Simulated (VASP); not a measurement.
# AlN (CsCl type) (Pm-3m) in VASP: a series of runs

Runs on AlN (CsCl type). Level: PBE. Tasks: single point, relaxation of cell and atoms.

All numbers are computed with VASP 6.6.1; they aren't measurements. Logs are shortened: lines on timing, memory, paths and dates and some standing lists are left out, and cuts for length are marked.

## (1) The cell of the first run

It takes space group Pm-3m (No. 221, cubic). Conventional cell: a = 2.280 Å, b = 2.280 Å, c = 2.280 Å, α = 90.00°, β = 90.00°, γ = 90.00°. Al (site symmetry m-3m) has 8 N at 1.97 Å and 6 Al at 2.28 Å within 2.6 Å. Within 2.6 Å of N (site symmetry m-3m) lie 8 Al at 1.97 Å and 6 N at 2.28 Å.

## (2) Single point, PBE

File INCAR:

```
SYSTEM = AlN
ALGO     = Normal         ! electronic algorithm
EDIFF    = 1E-6           ! SCF threshold, eV
ENCUT    = 520            ! plane-wave cutoff, eV
GGA      = PE             ! functional
ISIF     = 2              ! what is computed and relaxed
ISMEAR   = -1             ! smearing method
LASPH    = .True.         ! aspherical terms in the spheres
LCHARG   = .False.        ! write CHGCAR
LREAL    = .False.        ! projectors in reciprocal space
LWAVE    = .False.        ! write WAVECAR
NBANDS   = 11             ! bands
NELM     = 100            ! most SCF steps
PREC     = Accurate       ! precision mode
SIGMA    = 0.08           ! smearing width, eV
```

File KPOINTS:

```
k-points
0
Gamma
  16 16 16
  0 0 0
```

File POSCAR:

```
AlN
1.0
    2.2799343870      0.0000000000      0.0000000000
    0.0000000000      2.2799343870      0.0000000000
    0.0000000000      0.0000000000      2.2799343870
Al N
1 1
Direct
    0.0000000000      0.0000000000      0.0000000000
    0.5000000000      0.5000000000      0.5000000000
```

Potentials or basis: VASP PAW PBE potentials, release 64 (Al, N).

The run is started by

```
> cat potpaw_PBE.64/Al/POTCAR potpaw_PBE.64/N/POTCAR > POTCAR
> mpirun -np 1 vasp_std > vasp.out
```

OUTCAR:

```text
SYSTEM = AlN
   EDIFF = 1E-6
   ENCUT = 520
   GGA = PE
   ISIF = 2
   ISMEAR = -1
   LASPH = .True.
   LREAL = .False.
   NELM = 100
   PREC = Accurate

 ion  position               nearest neighbor table
   1  0.000  0.000  0.000-   2 1.97   2 1.97   2 1.97   2 1.97   2 1.97   2 1.97   2 1.97   2 1.97

   2  0.500  0.500  0.500-   1 1.97   1 1.97   1 1.97   1 1.97   1 1.97   1 1.97   1 1.97   1 1.97

  LATTYP: Found a simple cubic cell.
 ALAT       =     2.2799343870

  Lattice vectors:

 A1 = (   2.2799343870,   0.0000000000,   0.0000000000)
 A2 = (   0.0000000000,   2.2799343870,   0.0000000000)
 A3 = (   0.0000000000,   0.0000000000,   2.2799343870)

Analysis of symmetry for initial positions (statically):
=====================================================================
 Subroutine PRICEL returns:
 Original cell was already a primitive cell.

 Routine SETGRP: Setting up the symmetry group for a
 simple cubic supercell.

 Subroutine GETGRP returns: Found 48 space group operations
[... 9 lines left out ...]

 Routine SETGRP: Setting up the symmetry group for a
 simple cubic supercell.

 Subroutine GETGRP returns: Found 48 space group operations
[... 11 lines left out ...]
                                     Primitive cell

  volume of cell :      11.8513

  direct lattice vectors                    reciprocal lattice vectors
     2.279934387  0.000000000  0.000000000     0.438609113  0.000000000  0.000000000
     0.000000000  2.279934387  0.000000000     0.000000000  0.438609113  0.000000000
     0.000000000  0.000000000  2.279934387     0.000000000  0.000000000  0.438609113

  length of vectors
     2.279934387  2.279934387  2.279934387     0.438609113  0.438609113  0.438609113

  position of ions in fractional coordinates (direct lattice)
[... 8 lines left out ...]
----------------------------------------------------------------------------------------

 KPOINTS: k-points

Automatic generation of k-mesh.
 Grid dimensions read from file:
 generate k-points for:   16   16   16

 Generating k-lattice:

  Cartesian coordinates                     Fractional coordinates (reciprocal lattice)
     0.027413070  0.000000000  0.000000000     0.062500000  0.000000000  0.000000000
     0.000000000  0.027413070  0.000000000     0.000000000  0.062500000  0.000000000
     0.000000000  0.000000000  0.027413070     0.000000000  0.000000000  0.062500000

  Length of vectors
     0.027413070  0.027413070  0.027413070

  Shift w.r.t. Gamma in fractional coordinates (k-lattice)
     0.000000000  0.000000000  0.000000000

 Subroutine IBZKPT returns following result:
 ===========================================

 Found    165 irreducible k-points:

 Following reciprocal coordinates:
            Coordinates               Weight
  0.000000  0.000000  0.000000      1.000000
  0.062500  0.000000  0.000000      6.000000
  0.125000  0.000000  0.000000      6.000000
  0.187500  0.000000  0.000000      6.000000
  0.250000  0.000000  0.000000      6.000000
  0.312500  0.000000  0.000000      6.000000
[... 16 lines left out ...]
  0.437500  0.125000  0.000000     24.000000
  0.500000  0.125000  0.000000     12.000000
 [... further k-points ...]
   k-points           NKPTS =    165   k-points in BZ     NKDIM =    165   number of bands    NBANDS=     11
   number of dos      NEDOS =    301   number of ions     NIONS =      2
   total plane-waves  NPLWV =   5832
   dimension x,y,z NGX =    18 NGY =   18 NGZ =   18
   dimension x,y,z NGXF=    36 NGYF=   36 NGZF=   36
   ions per type =               1   1
   NGX,Y,Z   is equivalent  to a cutoff of  13.13, 13.13, 13.13 a.u.
   NGXF,Y,Z  is equivalent  to a cutoff of  26.25, 26.25, 26.25 a.u.
 SYSTEM =  AlN
   PREC   = accura    normal or accurate (medium, high low for compatibility)
   ISTART =      0    job   : 0-new  1-cont  2-samecut
   ICHARG =      2    charge: 1-file 2-atom 10-const
   ISPIN  =      1    spin polarized calculation?
   LNONCOLLINEAR =      F non collinear calculations
   LSORBIT =      F    spin-orbit coupling
   LASPH  =      T    aspherical Exc in radial PAW
   ENCUT  =  520.0 eV  38.22 Ry    6.18 a.u.   4.24  4.24  4.24*2*pi/ulx,y,z
   NELM   =    100;   NELMIN=  2; NELMDL= -5     # of ELM steps
   EDIFF  = 0.1E-05   stopping-criterion for ELM
   LREAL  =      F    real-space projection
   EDIFFG = 0.1E-04   stopping-criterion for IOM
   NSW    =      0    number of steps for IOM
   IBRION =     -1    ionic relax: 0-MD 1-quasi-New 2-CG
[... 8 lines left out ...]
   EMIN   =  10.00;   EMAX   =-10.00  energy-range for DOS
   EFERMI =   0.00;   METHOD = LEGACY
   ISMEAR =    -1;   SIGMA  =   0.08  broadening in eV -4-tet -1-fermi 0-gaus
   EFERMI_NEDOS =   21; number of points for ismear=-14 and -15
   IALGO  =     38    algorithm
   IMIX   =      4    mixing-type and parameters
     AMIX     =   0.40;   BMIX     =  1.00
     AMIX_MAG =   1.60;   BMIX_MAG =  1.00
  volume/ion in A,a.u.               =       5.93        39.99
  Fermi-wavevector in a.u.,A,eV,Ry     =   1.436093  2.713822 28.060142  2.062362
  Thomas-Fermi vector in A             =   2.555319
   LORBIT       =      0    0 simple, 1 ext, 2 COOP (PROOUT), +10 PAW based schemes
   GGA     = PE    functional components
   LHFCALC =     F    Hartree Fock is set to
   AEXX    =    0.0000 exact exchange contribution
   IVDW    =     0    specifies the selected vdW correction
   LEPSILON=     F    determine dielectric tensor
   LRPA    =     F    only Hartree local field effects (RPA)
 non-spin polarized calculation
  energy-cutoff  :      520.00
  volume of cell :       11.85
 maximum number of plane-waves:       328
 NGX is ok and might be reduce to    18
   NGX =  9   NGY =  9   NGZ =  9

 number of electron       8.0000002 magnetization

 Free energy of the ion-electron system (eV)
  ---------------------------------------------------
  ext. energy  EPLUGINS =         0.00000000
  ---------------------------------------------------
  free energy    TOTEN  =        -9.04103651 eV

  energy without entropy =       -9.03527330  energy(sigma->0) =       -9.03815490

 E-fermi :  17.5209     XC(G=0): -14.0625

 val. band max:       17.4761371692   @ k =   0.5000   0.5000   0.2500
 cond. band min:      17.5226016733   @ k =   0.5000   0.3750   0.0625
 fundamental gap:      0.0464645041
 Fermi energy:        17.5208624709

 k-point     1 :       0.0000    0.0000    0.0000
  band No.  band energies     occupation
      1      -5.6873      2.00000
      2      15.1697      2.00000
      3      15.1697      2.00000
      4      15.1697      2.00000
      5      23.0731      0.00000
      6      23.0731      0.00000
      7      23.9100      0.00000
      8      40.3002      0.00000
      9      40.3002      0.00000
     10      40.3002      0.00000
     11      45.2623      0.00000

 k-point     2 :       0.0625    0.0000    0.0000
  band No.  band energies     occupation
      1      -5.5950      2.00000
      2      14.4250      2.00000
      3      15.2119      2.00000
      4      15.2119      2.00000
      5      23.1798      0.00000
      6      23.5402      0.00000
      7      24.2839      0.00000
      8      39.9663      0.00000
      9      39.9663      0.00000
     10      40.2341      0.00000
     11      44.9738      0.00000

 k-point     3 :       0.1250    0.0000    0.0000
  band No.  band energies     occupation
      1      -5.3200      2.00000
      2      12.7431      2.00000
      3      15.3351      2.00000
      4      15.3351      2.00000
      5      23.4990      0.00000
      6      23.9363      0.00000
      7      25.8103      0.00000
      8      39.0259      0.00000
      9      39.0259      0.00000
     10      40.1285      0.00000
     11      44.4738      0.00000

 k-point     4 :       0.1875    0.0000    0.0000
  band No.  band energies     occupation
      1      -4.8693      2.00000
      2      10.7710      2.00000
      3      15.5266      2.00000
      4      15.5266      2.00000
      5      24.0269      0.00000
      6      24.3115      0.00000
      7      27.6265      0.00000
      8      37.7083      0.00000
      9      37.7083      0.00000
     10      40.2258      0.00000
     11      42.5809      0.00000

 k-point     5 :       0.2500    0.0000    0.0000
  band No.  band energies     occupation
      1      -4.2565      2.00000
      2       8.7897      2.00000
      3      15.7646      2.00000
      4      15.7646      2.00000
      5      24.7551      0.00000
      6      24.7724      0.00000
      7      29.0828      0.00000
      8      36.3100      0.00000
      9      36.3100      0.00000
     10      39.8606      0.00000
     11      40.8563      0.00000
[... 211 lines left out ...]
 k-point    21 :       0.3125    0.1250    0.0000
  band No.  band energies     occupation
      1      -3.1669      2.00000
      2       7.2419      2.00000
      3      14.0207      2.00000
      4      16.2170      2.00000
      5      25.5370      0.00000
      6      26.3049      0.00000
      7      29.3181      0.00000
      8      34.5881      0.00000
      9      35.2201      0.00000
     10      39.1719      0.00000
     11      41.2641      0.00000

 k-point    22 :       0.3750    0.1250    0.0000
  band No.  band energies     occupation
      1      -2.3607      2.00000
      2       5.6278      2.00000
      3      14.3899      2.00000
      4      16.4550      2.00000
      5      25.6720      0.00000
      6      26.6038      0.00000
      7      29.4828      0.00000
      8      34.2201      0.00000
      9      34.2962      0.00000
     10      38.0072      0.00000
     11      41.4610      0.00000

 k-point    23 :       0.4375    0.1250    0.0000
  band No.  band energies     occupation
      1      -1.6363      2.00000
      2       4.4121      2.00000
      3      14.6603      2.00000
      4      16.6226      1.99997
      5      25.4778      0.00000
      6      27.0796      0.00000
      7      29.5487      0.00000
      8      33.5777      0.00000
      9      34.0840      0.00000
     10      37.1011      0.00000
     11      41.6245      0.00000

 k-point    24 :       0.5000    0.1250    0.0000
  band No.  band energies     occupation
      1      -1.3131      2.00000
      2       3.9240      2.00000
      3      14.7607      2.00000
      4      16.6833      1.99994
      5      25.3741      0.00000
      6      27.2938      0.00000
      7      29.5610      0.00000
      8      33.3563      0.00000
      9      34.0113      0.00000
     10      36.7497      0.00000
     11      41.6873      0.00000

 [... further k-points ...]
[... 5 lines left out ...]
  --------------------------------------------------------------------------------------
  -------------------------------------------------------------------------------------
  Total       13.3290356     13.3290356     13.3290356     -0.0000000     -0.0000000     -0.0000000
  in kB     1801.9480435   1801.9480435   1801.9480435     -0.0000000     -0.0000000     -0.0000000
  external PRESSURE =    1801.9480435 kB  Pullay stress =       0.0000000 kB

 VOLUME and BASIS-vectors are now :
 -----------------------------------------------------------------------------
  energy-cutoff  :      520.00
  volume of cell :       11.85
      direct lattice vectors                 reciprocal lattice vectors
     2.279934387  0.000000000  0.000000000     0.438609113  0.000000000  0.000000000
     0.000000000  2.279934387  0.000000000     0.000000000  0.438609113  0.000000000
     0.000000000  0.000000000  2.279934387     0.000000000  0.000000000  0.438609113

 POSITION                                       TOTAL-FORCE (eV/Angst)
 -----------------------------------------------------------------------------------
      0.00000      0.00000      0.00000         0.000000      0.000000      0.000000
      1.13997      1.13997      1.13997         0.000000      0.000000      0.000000
 -----------------------------------------------------------------------------------
    total drift:                                0.000000     -0.000000      0.000000

  FREE ENERGIE OF THE ION-ELECTRON SYSTEM (eV)
  ---------------------------------------------------
  free  energy   TOTEN  =        -9.0410365066 eV

  energy  without entropy=       -9.0352732980  energy(sigma->0) =       -9.03815490
```

It took 13 s on 1 thread of Intel Xeon 6975P-C (Granite Rapids), shared host; peak memory 0.13 GiB.

Results:

| Quantity | Value |
| --- | --- |
| Free energy | -9.0410 eV |
| Pressure | 180.2 GPa |
| Band gap on the k mesh | zero (band 4 reaches 17.85 eV, above the bottom of band 5 at 16.86 eV) |

Levels at points of the mesh, in eV from the Fermi level:
```csv
k point,band 1,band 2,band 3,band 4,band 5,band 6,band 7,band 8,band 9
"(0.00, 0.00, 0.00)",-23.21,-2.35,-2.35,-2.35,5.55,5.55,6.39,22.78,22.78
"(0.50, 0.00, 0.00)",-19.15,-13.95,-1.06,-1.06,8.90,10.71,12.37,15.30,15.68
"(0.50, 0.50, 0.00)",-15.75,-10.55,-10.55,-1.33,0.71,13.78,13.78,15.88,17.12
"(0.50, 0.50, 0.50)",-12.11,-7.97,-7.97,-7.97,1.63,1.63,1.63,14.29,24.86
```

## (3) Relaxation of cell and atoms, PBE, target pressure 180 GPa, at which the enthalpy is minimised

This run uses another cell than the first one, of 5.70 Å³/atom, 0.961 times its volume.

File INCAR:

```
SYSTEM = AlN
PREC     = Accurate       ! precision mode
ENCUT    = 600            ! plane-wave cutoff, eV
EDIFF    = 1E-7           ! SCF threshold, eV
ISMEAR   = -1             ! smearing method
SIGMA    = 0.08           ! smearing width, eV
LREAL    = .FALSE.        ! projectors in reciprocal space
LASPH    = .TRUE.         ! aspherical terms in the spheres
NELM     = 60             ! most SCF steps
ALGO     = Normal         ! electronic algorithm
ISIF     = 3              ! what is computed and relaxed
LWAVE    = .FALSE.        ! write WAVECAR
LCHARG   = .FALSE.        ! write CHGCAR
GGA      = PE             ! functional
IBRION   = 2              ! ionic algorithm
NSW      = 60             ! ionic steps
EDIFFG   = -0.005         ! ionic threshold
PSTRESS  = 1800.0
```

File KPOINTS:

```
regular mesh
0
G
  16 16 16
  0 0 0
```

File POSCAR:

```
AlN
1.0
    2.2499644798      0.0000000000      0.0000000000
    0.0000000000      2.2499644798      0.0000000000
    0.0000000000      0.0000000000      2.2499644798
Al N
1 1
Direct
    0.0000000000      0.0000000000      0.0000000000
    0.5000000000      0.5000000000      0.5000000000
```

Potentials or basis: VASP PAW PBE potentials, release 64 (Al, N).

The run is started by

```
> cat potpaw_PBE.64/Al/POTCAR potpaw_PBE.64/N/POTCAR > POTCAR
> mpirun -np 1 vasp_std > vasp.out
```

It took 30 s on 1 thread of Intel Xeon 6975P-C (Granite Rapids), shared host; peak memory 0.13 GiB.

The run converged. Its results:

* Free energy: -9.0457 eV
* Relaxed volume: 5.93 Å³/atom
* Relaxed cell: a = 2.280 Å, b = 2.280 Å, c = 2.280 Å, α = 90.00°, β = 90.00°, γ = 90.00°
* Space group after relaxing (to 0.05 Å): Pm-3m (No. 221)
* Energy change on relaxing (the enthalpy is what falls): -284.9 meV/atom
* Ionic steps: 4
* Pressure after relaxing: 180.0 GPa
* Band gap on the k mesh: zero (band 4 reaches 17.84 eV, above the bottom of band 5 at 16.85 eV)

Step by step:
| step | energy change (eV) | largest force (eV/Å) | pressure (GPa) | volume (Å³) |
| --- | --- | --- | --- | --- |
| 1 | 0.0000 | 0.0000 | 213.76 | 11.39 |
| 2 | -1.9322 | 0.0000 | 95.35 | 13.49 |
| 3 | -0.5986 | 0.0000 | 178.23 | 11.88 |
| 4 | -0.5698 | 0.0000 | 179.95 | 11.85 |

Final structure:
```
Al N
1.0
     2.28016    0.00000    0.00000
     0.00000    2.28016    0.00000
     0.00000    0.00000    2.28016
Al N
1 1
Direct
  0.00000 0.00000 0.00000
  0.50000 0.50000 0.50000
```

Levels at points of the mesh, in eV from the Fermi level:
```
           k point  band 2  band 3  band 4  band 5  band 6  band 7
(0.00, 0.00, 0.00)   -2.35   -2.35   -2.35    5.55    5.55    6.38
(0.50, 0.00, 0.00)  -13.95   -1.06   -1.06    8.90   10.71   12.36
(0.50, 0.50, 0.00)  -10.55  -10.55   -1.33    0.71   13.78   13.78
(0.50, 0.50, 0.50)   -7.97   -7.97   -7.97    1.63    1.63    1.63
```

Caveat: the cell is relaxed towards a set pressure, so the enthalpy falls and the energy may rise.
